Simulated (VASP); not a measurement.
# TaF3 (P4/mmm) in VASP: notebook, part 2 of 2

VASP 6.6.1.

## (3) Single point, PBE

This run uses another cell than the first one, of the same volume but with other edges.

File INCAR:

```
SYSTEM = TaF3
ALGO     = Normal         ! electronic algorithm
EDIFF    = 1E-6           ! SCF threshold, eV
ENCUT    = 600            ! plane-wave cutoff, eV
GGA      = PE             ! functional
GGA_COMPAT= .False.      
ISIF     = 2              ! what is computed and relaxed
ISMEAR   = -1             ! smearing method
LASPH    = .True.         ! aspherical terms in the spheres
LCHARG   = .False.        ! write CHGCAR
LREAL    = .False.        ! projectors in reciprocal space
LWAVE    = .False.        ! write WAVECAR
NBANDS   = 24             ! bands
NELM     = 120            ! most SCF steps
PREC     = Accurate       ! precision mode
SIGMA    = 0.05           ! smearing width, eV
```

File KPOINTS:

```
k-points
0
Gamma
  8 8 8
  0 0 0
```

File POSCAR:

```
TaF3
1.0
    4.0624798500      0.0000000000      0.0000000000
    0.0000000000      4.0624798500      0.0000000000
    0.0000000000      0.0000000000      4.3830595661
Ta F
1 3
Direct
    0.0000000000      0.0000000000      0.0000000000
    0.0000000000      0.5000000000      0.0000000000
    0.5000000000      0.0000000000      0.0000000000
    0.0000000000      0.0000000000      0.5000000000
```

Potentials or basis: VASP PAW PBE potentials, release 64 (Ta_pv, F).

Started as:

```sh
> cat potpaw_PBE.64/Ta_pv/POTCAR potpaw_PBE.64/F/POTCAR > POTCAR
> mpirun -np 1 vasp_std > vasp.out
```

OUTCAR:

```text
SYSTEM = TaF3
   EDIFF = 1E-6
   ENCUT = 600
   GGA = PE
   ISIF = 2
   ISMEAR = -1
   LASPH = .True.
   LREAL = .False.
   NELM = 120
   PREC = Accurate

 ion  position               nearest neighbor table
   1  0.000  0.000  0.000-   2 2.03   3 2.03   2 2.03   3 2.03   4 2.19   4 2.19
   2  0.000  0.500  0.000-   1 2.03   1 2.03
   3  0.500  0.000  0.000-   1 2.03   1 2.03
   4  0.000  0.000  0.500-   1 2.19   1 2.19

  LATTYP: Found a simple tetragonal cell.
 ALAT       =     4.0624798500
 C/A-ratio  =     1.0789123215

  Lattice vectors:

 A1 = (   4.0624798500,   0.0000000000,   0.0000000000)
 A2 = (   0.0000000000,   4.0624798500,   0.0000000000)
 A3 = (   0.0000000000,   0.0000000000,   4.3830595661)

Analysis of symmetry for initial positions (statically):
=====================================================================
 Subroutine PRICEL returns:
 Original cell was already a primitive cell.

 Routine SETGRP: Setting up the symmetry group for a
 simple tetragonal supercell.

 Subroutine GETGRP returns: Found 16 space group operations
 (whereof 16 operations were pure point group operations)
 out of a pool of 16 trial point group operations.
[... 160 lines left out ...]
  ext. energy  EPLUGINS =         0.00000000
  ---------------------------------------------------
  free energy    TOTEN  =       -26.62548059 eV

  energy without entropy =      -26.59439082  energy(sigma->0) =      -26.60993571

 E-fermi :   2.8954     XC(G=0):  -8.1611

 val. band max:        2.8879906328   @ k =   0.5000   0.2500   0.1250
 cond. band min:       2.9065024522   @ k =   0.0000   0.0000   0.5000
 fundamental gap:      0.0185118193
 Fermi energy:         2.8953668382

 k-point     1 :       0.0000    0.0000    0.0000
  band No.  band energies     occupation
      1     -34.0572      2.00000
      2     -34.0572      2.00000
      3     -33.8915      2.00000
      4     -24.8740      2.00000
      5     -24.6689      2.00000
      6     -23.3092      2.00000
[... 637 lines left out ...]
     23      11.4821      0.00000
     24      11.7080      0.00000

 [... further k-points ...]
[... 5 lines left out ...]
  --------------------------------------------------------------------------------------
  -------------------------------------------------------------------------------------
  Total        1.3361567      1.3361567     -5.1822247      0.0000000      0.0000000      0.0000000
  in kB       29.5943053     29.5943053   -114.7802097      0.0000000      0.0000000      0.0000000
  external PRESSURE =     -18.5305330 kB  Pullay stress =       0.0000000 kB

 VOLUME and BASIS-vectors are now :
 -----------------------------------------------------------------------------
  energy-cutoff  :      600.00
  volume of cell :       72.34
      direct lattice vectors                 reciprocal lattice vectors
     4.062479850  0.000000000  0.000000000     0.246155067  0.000000000  0.000000000
     0.000000000  4.062479850  0.000000000     0.000000000  0.246155067  0.000000000
     0.000000000  0.000000000  4.383059566     0.000000000  0.000000000  0.228151132

 POSITION                                       TOTAL-FORCE (eV/Angst)
 -----------------------------------------------------------------------------------
      0.00000      0.00000      0.00000         0.000000      0.000000      0.000000
      0.00000      2.03124      0.00000         0.000000      0.000000      0.000000
      2.03124      0.00000      0.00000         0.000000      0.000000      0.000000
      0.00000      0.00000      2.19153         0.000000      0.000000      0.000000
 -----------------------------------------------------------------------------------
    total drift:                                0.000000      0.000000     -0.000000

  FREE ENERGIE OF THE ION-ELECTRON SYSTEM (eV)
  ---------------------------------------------------
  free  energy   TOTEN  =       -26.6254805937 eV

  energy  without entropy=      -26.5943908218  energy(sigma->0) =      -26.60993571
```

stdout:

```text
POSCAR found type information on POSCAR TaF
 POSCAR found :  2 types and       4 ions
 scaLAPACK will be used
 LDA part: xc-table for (Slater+PW92), standard interpolation
 POSCAR, INCAR and KPOINTS ok, starting setup
 FFT: planning ... GRIDC
 FFT: planning ... GRID_SOFT
 FFT: planning ... GRID
 WAVECAR not read
 entering main loop
```

Run time: 86 s. Hardware: 1 thread of Intel Xeon 6975P-C, shared host; peak memory 0.28 GiB.

Results:

```yaml
Free_energy: -26.6255 eV
Pressure: -1.9 GPa
Band_gap_on_the_k_mesh: zero (band 16 reaches 4.08 eV, above the bottom of band 17 at 2.08 eV)
```

Stress tensor (GPa, compression positive):
```
  2.96   0.00   0.00
  0.00   2.96   0.00
  0.00   0.00 -11.48
```

Caveat: spin-orbit coupling is left out, which moves the levels of the heavy elements.

## (4) Single point, PBE

This run uses another cell than the first one, of the same volume but with other edges.

File INCAR:

```
SYSTEM = TaF3
PREC = Accurate ; ENCUT = 600
EDIFF = 1E-6 ; ISMEAR = -1
SIGMA = 0.05 ; LREAL = .False.
LASPH = .True. ; NELM = 120
ALGO = Normal ; ISIF = 2
LWAVE = .False. ; LCHARG = .False.
GGA = PE ; NBANDS = 24
GGA_COMPAT = .False.
```

File KPOINTS:

```
Automatic mesh
0
Gamma
  8 8 8
  0 0 0
```

File POSCAR:

```
TaF3
1.0
    4.2708121500      0.0000000000      0.0000000000
    0.0000000000      4.2708121500      0.0000000000
    0.0000000000      0.0000000000      3.9658736466
Ta F
1 3
Direct
    0.0000000000      0.0000000000      0.0000000000
    0.0000000000      0.5000000000      0.0000000000
    0.5000000000      0.0000000000      0.0000000000
    0.0000000000      0.0000000000      0.5000000000
```

Started as:

```sh
> cat potpaw_PBE.64/Ta_pv/POTCAR potpaw_PBE.64/F/POTCAR > POTCAR
> mpirun -np 1 vasp_std > vasp.out
```

Wall time 97 s (1 thread of Intel Xeon 6975P-C, shared host); peak memory 0.29 GiB.

Results (log left out):

- Free energy: -26.6017 eV
- Pressure: -1.8 GPa
- Band gap on the k mesh: zero (band 16 reaches 3.94 eV, above the bottom of band 17 at 2.06 eV)

Stress tensor (GPa, compression positive):
```
-7.81  0.00  0.00
 0.00 -7.81  0.00
 0.00  0.00 10.31
```

Levels at points of the mesh, in eV from the Fermi level:
| k point | band 13 | band 14 | band 15 | band 16 | band 17 | band 18 | band 19 | band 20 |
| --- | --- | --- | --- | --- | --- | --- | --- | --- |
| (0.00, 0.00, 0.00) | -7.48 | -7.48 | -7.43 | -0.86 | -0.86 | -0.83 | -0.14 | 1.34 |
| (0.50, 0.00, 0.00) | -7.92 | -7.68 | -7.52 | -0.82 | 0.10 | 0.13 | 1.24 | 2.57 |
| (0.50, 0.50, 0.00) | -7.91 | -7.91 | -7.01 | 0.14 | 0.14 | 0.86 | 2.95 | 4.81 |
| (0.00, 0.00, 0.50) | -7.57 | -7.47 | -7.47 | -0.74 | 0.59 | 0.59 | 1.43 | 1.44 |
| (0.50, 0.00, 0.50) | -7.76 | -7.69 | -7.34 | 0.22 | 0.65 | 1.27 | 1.73 | 5.15 |
| (0.50, 0.50, 0.50) | -7.34 | -7.34 | -7.00 | 1.02 | 1.39 | 1.39 | 4.72 | 4.86 |

Caveat: spin-orbit coupling is left out, which moves the levels of the heavy elements.

## (5) Single point, PBE

This run uses another cell than the first one, of the same volume but with other edges.

File INCAR:

```
PREC     = Accurate       # precision mode
ENCUT    = 600            # plane-wave cutoff, eV
EDIFF    = 1E-6           # SCF threshold, eV
ISMEAR   = -1             # smearing method
SIGMA    = 0.05           # smearing width, eV
LREAL    = F              # projectors in reciprocal space
LASPH    = T              # aspherical terms in the spheres
NELM     = 120            # most SCF steps
ALGO     = Normal         # electronic algorithm
ISIF     = 2              # what is computed and relaxed
LWAVE    = F              # write WAVECAR
LCHARG   = F              # write CHGCAR
GGA      = PE             # functional
NBANDS   = 24             # bands
GGA_COMPAT= F
```

File KPOINTS:

```
Automatic mesh
0
Gamma
  8 8 8
```

File POSCAR:

```
TaF3
1.0
    4.3749783000      0.0000000000      0.0000000000
    0.0000000000      4.3749783000      0.0000000000
    0.0000000000      0.0000000000      3.7792707483
Ta F
1 3
Direct
    0.0000000000      0.0000000000      0.0000000000
    0.0000000000      0.5000000000      0.0000000000
    0.5000000000      0.0000000000      0.0000000000
    0.0000000000      0.0000000000      0.5000000000
```

Started as:

```sh
> cat potpaw_PBE.64/Ta_pv/POTCAR potpaw_PBE.64/F/POTCAR > POTCAR
> mpirun -np 1 vasp_std > vasp.out
```

It took 79 s on 1 thread of Intel Xeon 6975P-C, shared host; peak memory 0.28 GiB.

Results (log left out):

* Free energy: -25.9826 eV
* Pressure: 2.3 GPa
* Band gap on the k mesh: zero (band 16 reaches 3.70 eV, above the bottom of band 17 at 1.96 eV)

Stress tensor (GPa, compression positive):
```
-11.04   0.00   0.00
  0.00 -11.04   0.00
  0.00   0.00  28.91
```

Levels at points of the mesh, in eV from the Fermi level:
```
           k point  band 12  band 13  band 14  band 15  band 16  band 17  band 18  band 19  band 20  band 21
(0.00, 0.00, 0.00)    -7.18    -7.06    -7.06    -6.98    -0.86    -0.86    -0.80    -0.32     1.07     2.94
(0.50, 0.00, 0.00)    -7.48    -7.41    -7.25    -7.08    -0.83    -0.04     0.04     0.86     2.91     3.56
(0.50, 0.50, 0.00)    -8.32    -7.40    -7.40    -6.63    -0.01    -0.01     0.69     3.83     4.27     4.79
(0.00, 0.00, 0.50)    -7.60    -7.20    -7.04    -7.04    -0.65     1.00     1.00     1.22     1.27     3.48
(0.50, 0.00, 0.50)    -7.43    -7.39    -7.22    -7.13     0.19     1.05     1.46     1.55     4.85     5.22
(0.50, 0.50, 0.50)    -8.22    -7.12    -7.12    -6.61     0.88     1.66     1.66     4.34     4.90     5.51
```

Caveat: spin-orbit coupling is left out, which moves the levels of the heavy elements.

## (6) Summary

```tsv
cell	gap on the mesh (eV)	pressure (GPa)
a = 3.958, b = 3.958, c = 4.617 Å, 4 atoms	none	1.7
a = 4.062, b = 4.062, c = 4.383 Å, 4 atoms	none	-1.9
a = 4.271, b = 4.271, c = 3.966 Å, 4 atoms	none	-1.8
a = 4.375, b = 4.375, c = 3.779 Å, 4 atoms	none	2.3
```

Alike in all rows: task single point; level PBE; potentials or basis VASP PAW PBE potentials, release 64 (Ta_pv, F); no spin polarisation; k mesh 8 × 8 × 8; cutoff (eV) 600; smearing fermi-dirac 0.05 eV.

Caveats: spin-orbit coupling is left out, which moves the levels of the heavy elements.

Absolute energies hang on the potentials; compare differences alone.
